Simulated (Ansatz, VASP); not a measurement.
# Nb2PdSe4 in VASP and in Ansatz

```
Nb Pd Se
1.0
     3.57322    0.00000    0.00000
    -1.78661    3.09450    0.00000
     0.00000    0.00000   13.86308
Nb Pd Se
2 1 4
Cartesian
  0.0000 0.0000 3.3458
  0.0000 0.0000 10.5173
  0.0000 0.0000 0.0000
  1.7866 1.0315 4.9632
  0.0000 2.0630 1.7037
  0.0000 2.0630 8.8999
  1.7866 1.0315 12.1594
```

Alike in both runs: functional PBE; k mesh 4 × 4 × 1; occupations gaussian, width 0.15 eV; no spin polarisation.

Ansatz relaxed the structure, and its values are those at the end. VASP's run is a single point on that final structure, the one shown.

```csv
,VASP,Ansatz
version,VASP 6.6.1,Ansatz 0.2.0
potentials or method,"VASP PAW PBE potentials, release 64 (Nb_sv, Pd, Se), cutoff 520 eV","scalar-relativistic, plane waves, PAW"
valence electrons in the cell,60,108
```

|  | VASP | Ansatz | Ansatz less VASP |
| --- | --- | --- | --- |
| gap on the k mesh at the Fermi level (eV) | none | none | - |
| pressure (GPa) | 0.1 | 0.2 | +0.03 |
| rms of the force components (eV/Å) | 0.025 | 0.025 | +0.0008 |

A gap of «none» marks a metal or a gap that the smearing closes. VASP's potentials hold 60 valence electrons a cell and Ansatz's 108, so a difference there can come from the potentials and not from the codes.

The k mesh is coarse, so the values compare programs but aren't converged.
